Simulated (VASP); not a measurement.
# C in VASP: single point with PBE+D3(BJ)

Aim: the single point of C with PBE+D3(BJ).

All numbers are computed with VASP 6.6.1; they aren't measurements. Logs are shortened: lines on timing, memory, paths and dates and some standing lists are left out, and cuts for length are marked.

**1. The cell of the first run**

The typed cell holds 4 atoms: a = 2.465 Å, b = 2.465 Å, c = 6.805 Å, α = 90.00°, β = 90.00°, γ = 119.98°.

**2. Single point, PBE+D3(BJ)**

INCAR reads:

```
SYSTEM = C
ALGO     = Normal         ! electronic algorithm
EDIFF    = 1E-7           ! SCF threshold, eV
ENCUT    = 520            ! plane-wave cutoff, eV
GGA      = PE             ! functional
ISIF     = 2              ! what is computed and relaxed
ISMEAR   = 0              ! smearing method
IVDW     = 12             ! dispersion correction
LASPH    = .True.         ! aspherical terms in the spheres
LCHARG   = .True.         ! write CHGCAR
LELF     = .True.         ! ELF
LREAL    = .False.        ! projectors in reciprocal space
LVHAR    = .True.       
LWAVE    = .False.        ! write WAVECAR
NBANDS   = 16             ! bands
NELM     = 80             ! most SCF steps
PREC     = Accurate       ! precision mode
SIGMA    = 0.1            ! smearing width, eV
```

KPOINTS reads:

```
k-points
0
Gamma
  21 21 6
  0 0 0
```

POSCAR reads:

```
C
1.0
    1.2327422407     -2.1341523971      0.0000000000
    1.2327422407      2.1341523971      0.0000000000
    0.0000000000      0.0000000000      6.8054113579
C
4
Direct
    0.0833101855      0.9166898145      0.7499858812
    0.5833101855      0.4166898145      0.2500141188
    0.9166898145      0.0833101855      0.2500141188
    0.4166898145      0.5833101855      0.7499858812
```

Potentials or basis: VASP PAW PBE potentials, release 64 (C).

The run is started by

```
cat potpaw_PBE.64/C/POTCAR > POTCAR
mpirun -np 1 vasp_std > vasp.out
```

OUTCAR:

```text
SYSTEM = C
   EDIFF = 1E-7
   ENCUT = 520
   GGA = PE
   ISIF = 2
   ISMEAR = 0
   IVDW = 12
   LASPH = .True.
   LREAL = .False.
   NELM = 80
   PREC = Accurate
 IVDW          = 12

 ion  position               nearest neighbor table
   1  0.083  0.917  0.750-   4 1.42   4 1.42   4 1.42
   2  0.583  0.417  0.250-   3 1.42   3 1.42   3 1.42
   3  0.917  0.083  0.250-   2 1.42   2 1.42   2 1.42
   4  0.417  0.583  0.750-   1 1.42   1 1.42   1 1.42

  LATTYP: Found a base centered orthorhombic cell.
 ALAT       =     2.4654844814
 B/A-ratio  =     1.7312235491
 C/A-ratio  =     2.7602734510

  Lattice vectors:

 A1 = (   1.2327422407,  -2.1341523971,   0.0000000000)
 A2 = (   1.2327422407,   2.1341523971,   0.0000000000)
 A3 = (   0.0000000000,   0.0000000000,   6.8054113579)

Analysis of symmetry for initial positions (statically):
=====================================================================
 Subroutine PRICEL returns:
 Original cell was already a primitive cell.

 Routine SETGRP: Setting up the symmetry group for a
 base centered orthorhombic supercell.

 Subroutine GETGRP returns: Found  8 space group operations
 (whereof  4 operations were pure point group operations)
 out of a pool of  8 trial point group operations.

The static configuration has the point symmetry C_2h.
 The point group associated with its full space group is D_2h.

Analysis of symmetry for dynamics (positions and initial velocities):
=====================================================================
 Subroutine PRICEL returns:
 Original cell was already a primitive cell.

 Routine SETGRP: Setting up the symmetry group for a
 base centered orthorhombic supercell.

 Subroutine GETGRP returns: Found  8 space group operations
 (whereof  4 operations were pure point group operations)
 out of a pool of  8 trial point group operations.

The dynamic configuration has the point symmetry C_2h.
 The point group associated with its full space group is D_2h.

 Subroutine INISYM returns: Found  8 space group operations
 (whereof  4 operations are pure point group operations),
 and found     1 'primitive' translations

----------------------------------------------------------------------------------------

                                     Primitive cell

  volume of cell :      35.8082

  direct lattice vectors                    reciprocal lattice vectors
     1.232742241 -2.134152397  0.000000000     0.405599795 -0.234285050  0.000000000
     1.232742241  2.134152397  0.000000000     0.405599795  0.234285050  0.000000000
     0.000000000  0.000000000  6.805411358     0.000000000  0.000000000  0.146941889

  length of vectors
     2.464601365  2.464601365  6.805411358     0.468402261  0.468402261  0.146941889

  position of ions in fractional coordinates (direct lattice)
     0.083310185  0.916689815  0.749985881
     0.583310185  0.416689815  0.250014119
     0.916689815  0.083310185  0.250014119
     0.416689815  0.583310185  0.749985881

  ion indices of the primitive-cell ions
   primitive index   ion index
                 1           1
                 2           2
                 3           3
                 4           4

----------------------------------------------------------------------------------------

 KPOINTS: k-points

Automatic generation of k-mesh.
 Grid dimensions read from file:
 generate k-points for:   21   21    6

 Generating k-lattice:

  Cartesian coordinates                     Fractional coordinates (reciprocal lattice)
     0.019314276 -0.011156431  0.000000000     0.047619048  0.000000000  0.000000000
     0.019314276  0.011156431  0.000000000     0.000000000  0.047619048  0.000000000
     0.000000000  0.000000000  0.024490315     0.000000000  0.000000000  0.166666667

  Length of vectors
     0.022304870  0.022304870  0.024490315

  Shift w.r.t. Gamma in fractional coordinates (k-lattice)
     0.000000000  0.000000000  0.000000000

 Subroutine IBZKPT returns following result:
 ===========================================

 Found    484 irreducible k-points:

 Following reciprocal coordinates:
            Coordinates               Weight
  0.000000  0.000000  0.000000      1.000000
  0.047619  0.000000  0.000000      4.000000
  0.095238 -0.000000  0.000000      4.000000
  0.142857  0.000000  0.000000      4.000000
  0.190476 -0.000000  0.000000      4.000000
  0.238095  0.000000  0.000000      4.000000
[... 16 lines left out ...]
 -0.428571  0.047619  0.000000      4.000000
 -0.380952  0.047619  0.000000      4.000000
 [... further k-points ...]
   k-points           NKPTS =    484   k-points in BZ     NKDIM =    484   number of bands    NBANDS=     16
   number of dos      NEDOS =    301   number of ions     NIONS =      4
   total plane-waves  NPLWV =  17496
   dimension x,y,z NGX =    18 NGY =   18 NGZ =   54
   dimension x,y,z NGXF=    36 NGYF=   36 NGZF=  108
   ions per type =               4
   NGX,Y,Z   is equivalent  to a cutoff of  12.14, 12.14, 13.19 a.u.
   NGXF,Y,Z  is equivalent  to a cutoff of  24.28, 24.28, 26.38 a.u.
 SYSTEM =  C
   PREC   = accura    normal or accurate (medium, high low for compatibility)
   ISTART =      0    job   : 0-new  1-cont  2-samecut
   ICHARG =      2    charge: 1-file 2-atom 10-const
   ISPIN  =      1    spin polarized calculation?
   LNONCOLLINEAR =      F non collinear calculations
   LSORBIT =      F    spin-orbit coupling
   LASPH  =      T    aspherical Exc in radial PAW
   ENCUT  =  520.0 eV  38.22 Ry    6.18 a.u.   4.58  4.58 12.65*2*pi/ulx,y,z
   NELM   =     80;   NELMIN=  2; NELMDL= -5     # of ELM steps
   EDIFF  = 0.1E-06   stopping-criterion for ELM
   LREAL  =      F    real-space projection
   EDIFFG = 0.1E-05   stopping-criterion for IOM
   NSW    =      0    number of steps for IOM
   IBRION =     -1    ionic relax: 0-MD 1-quasi-New 2-CG
   NFREE  =      0    steps in history (QN), initial steepest desc. (CG)
   ISIF   =      2    stress and relaxation
   ISYM   =      2    0-nonsym 1-usesym 2-fastsym
   POTIM  = 0.5000    time-step for ionic-motion
   TEBEG  =    0.0;   TEEND  =   0.0 temperature during run
   PSTRESS=    0.0 pullay stress
   NELECT =      16.0000    total number of electrons
   NUPDOWN=      -1.0000    fix difference up-down
   EMIN   =  10.00;   EMAX   =-10.00  energy-range for DOS
   EFERMI =   0.00;   METHOD = LEGACY
   ISMEAR =     0;   SIGMA  =   0.10  broadening in eV -4-tet -1-fermi 0-gaus
   EFERMI_NEDOS =   21; number of points for ismear=-14 and -15
   IALGO  =     38    algorithm
   IMIX   =      4    mixing-type and parameters
     AMIX     =   0.40;   BMIX     =  1.00
     AMIX_MAG =   1.60;   BMIX_MAG =  1.00
  volume/ion in A,a.u.               =       8.95        60.41
  Fermi-wavevector in a.u.,A,eV,Ry     =   1.251567  2.365119 21.312440  1.566420
  Thomas-Fermi vector in A             =   2.385508
   LORBIT       =      0    0 simple, 1 ext, 2 COOP (PROOUT), +10 PAW based schemes
   GGA     = PE    functional components
   LHFCALC =     F    Hartree Fock is set to
   AEXX    =    0.0000 exact exchange contribution
   IVDW    =    12    specifies the selected vdW correction
   LEPSILON=     F    determine dielectric tensor
   LRPA    =     F    only Hartree local field effects (RPA)
 non-spin polarized calculation
 Gauss-broadening in eV      SIGMA  =   0.10
  energy-cutoff  :      520.00
  volume of cell :       35.81
 maximum number of plane-waves:       985
   NGX =  9   NGY =  9   NGZ = 25

 number of electron      15.9999998 magnetization

 Free energy of the ion-electron system (eV)
  ---------------------------------------------------
  ext. energy  EPLUGINS =         0.00000000
  ---------------------------------------------------
  free energy    TOTEN  =       -36.84988732 eV

  energy without entropy =      -36.84964229  energy(sigma->0) =      -36.84976480

 E-fermi :   4.5587     XC(G=0): -10.2240

 val. band max:        4.4514736170   @ k =   0.3333   0.3333   0.3333
 cond. band min:       4.5592397749   @ k =   0.3333   0.3333   0.5000
 fundamental gap:      0.1077661579
 Fermi energy:         4.5586826600

 k-point     1 :       0.0000    0.0000    0.0000
  band No.  band energies     occupation
      1     -15.0819      2.00000
      2     -14.8128      2.00000
      3      -3.8993      2.00000
      4      -2.0683      2.00000
      5       1.5276      2.00000
      6       1.5450      2.00000
[... 8 lines left out ...]
     15      15.9568      0.00000
     16      16.0862      0.00000

 k-point     2 :       0.0476    0.0000    0.0000
  band No.  band energies     occupation
      1     -15.0277      2.00000
      2     -14.7596      2.00000
      3      -3.8336      2.00000
      4      -2.0067      2.00000
      5       1.3110      2.00000
      6       1.3369      2.00000
[... 8 lines left out ...]
     15      15.7563      0.00000
     16      15.9090      0.00000

 k-point     3 :       0.0952   -0.0000    0.0000
  band No.  band energies     occupation
      1     -14.8656      2.00000
      2     -14.6002      2.00000
      3      -3.6369      2.00000
      4      -1.8224      2.00000
      5       0.6882      2.00000
      6       0.7242      2.00000
[... 8 lines left out ...]
     15      15.1784      0.00000
     16      15.4012      0.00000

 k-point     4 :       0.1429    0.0000    0.0000
  band No.  band energies     occupation
      1     -14.5961      2.00000
      2     -14.3351      2.00000
      3      -3.3106      2.00000
      4      -1.5177      2.00000
      5      -0.2359      2.00000
      6      -0.1851      2.00000
[... 8 lines left out ...]
     15      14.8265      0.00000
     16      15.2548      0.00000
[... 324 lines left out ...]
 k-point    22 :      -0.4762    0.0476    0.0000
  band No.  band energies     occupation
      1     -10.3645      2.00000
      2     -10.1886      2.00000
      3      -8.0086      2.00000
      4      -7.8647      2.00000
      5      -1.9699      2.00000
      6      -1.9439      2.00000
[... 8 lines left out ...]
     15      18.1636      0.00000
     16      19.6622      0.00000

 k-point    23 :      -0.4286    0.0476    0.0000
  band No.  band energies     occupation
      1     -11.2411      2.00000
      2     -11.0379      2.00000
      3      -6.9100      2.00000
      4      -6.7695      2.00000
      5      -1.8102      2.00000
      6      -1.7849      2.00000
[... 8 lines left out ...]
     15      18.2525      0.00000
     16      20.3367      0.00000

 k-point    24 :      -0.3810    0.0476    0.0000
  band No.  band energies     occupation
      1     -12.0580      2.00000
      2     -11.8393      2.00000
      3      -5.7126      2.00000
      4      -5.5868      2.00000
      5      -1.5487      2.00000
      6      -1.5245      2.00000
[... 8 lines left out ...]
     15      19.0365      0.00000
     16      20.9697      0.00000

 [... further k-points ...]

------------------------ aborting loop because EDIFF is reached ----------------------------------------

 Edisp (eV)   -0.61485

 E8    (eV) :    -0.1739

  FORCE on cell =-STRESS in cart. coord.  units (eV):
  Direction    XX          YY          ZZ          XY          YZ          ZX
  --------------------------------------------------------------------------------------
  -------------------------------------------------------------------------------------
  Total       0.15845     0.15849    -0.02192     0.00000     0.00000     0.00000
  in kB       7.08965     7.09146    -0.98059     0.00000     0.00000     0.00000
  external pressure =        4.40 kB  Pullay stress =        0.00 kB

 VOLUME and BASIS-vectors are now :
 -----------------------------------------------------------------------------
  energy-cutoff  :      520.00
  volume of cell :       35.81
      direct lattice vectors                 reciprocal lattice vectors
     1.232742241 -2.134152397  0.000000000     0.405599795 -0.234285050  0.000000000
     1.232742241  2.134152397  0.000000000     0.405599795  0.234285050  0.000000000
     0.000000000  0.000000000  6.805411358     0.000000000  0.000000000  0.146941889

 POSITION                                       TOTAL-FORCE (eV/Angst)
 -----------------------------------------------------------------------------------
      1.23274      1.77856      5.10396         0.000000     -0.000064      0.000061
      1.23274     -0.35559      1.70145         0.000000     -0.000064     -0.000061
      1.23274     -1.77856      1.70145         0.000000      0.000064     -0.000061
      1.23274      0.35559      5.10396         0.000000      0.000064      0.000061
 -----------------------------------------------------------------------------------
    total drift:                               -0.000000     -0.000000      0.000000

  FREE ENERGIE OF THE ION-ELECTRON SYSTEM (eV)
  ---------------------------------------------------
  free  energy   TOTEN  =       -37.4647402060 eV

  energy  without entropy=      -37.4644951795  energy(sigma->0) =      -37.46461769
```

Run time: 1.8 min. Hardware: 1 thread of Intel Xeon 6975P-C (Granite Rapids), shared host; peak memory 0.3 GiB.

What came out:

```
Free energy                : -37.4647 eV
Pressure                   : 0.4 GPa
Band gap on the k mesh     : zero (filled and empty bands touch)
Dispersion energy per atom : -0.154 eV
```
